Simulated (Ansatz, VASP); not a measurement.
**One calculation of MgS, two programs**

```
Mg S
1.0
     0.00000    2.58419    2.58419
     2.58419    0.00000    2.58419
     2.58419    2.58419    0.00000
Mg S
1 1
Direct
  0.00000 0.00000 0.00000
  0.50000 0.50000 0.50000
```

Change from the starting cell: volume scaled by 0.98, crystal datasets.

Alike in both runs: task electric field gradients; functional PBEsol; k mesh 10 × 10 × 10; occupations fermi-dirac, width 0.03 eV; no spin polarisation.

|  | VASP | Ansatz |
| --- | --- | --- |
| version | VASP 6.6.1 | Ansatz 0.2.0 |
| potentials or method | VASP PAW PBE potentials, release 64 (Mg, S), cutoff 520 eV | all-electron PAW with datasets made for the crystal, scalar-relativistic |

VASP gave:

```
gap on the k mesh at the Fermi level (eV) : 2.75
pressure (GPa)                            : 0.4
```

**Question.** Which values does Ansatz return?

**Answer.** gap on the k mesh at the Fermi level (eV): 2.74; pressure (GPa): 0.6.

VASP's potentials were made for PBE, not for PBEsol. Ansatz ran all-electron here, and VASP with PAW potentials.
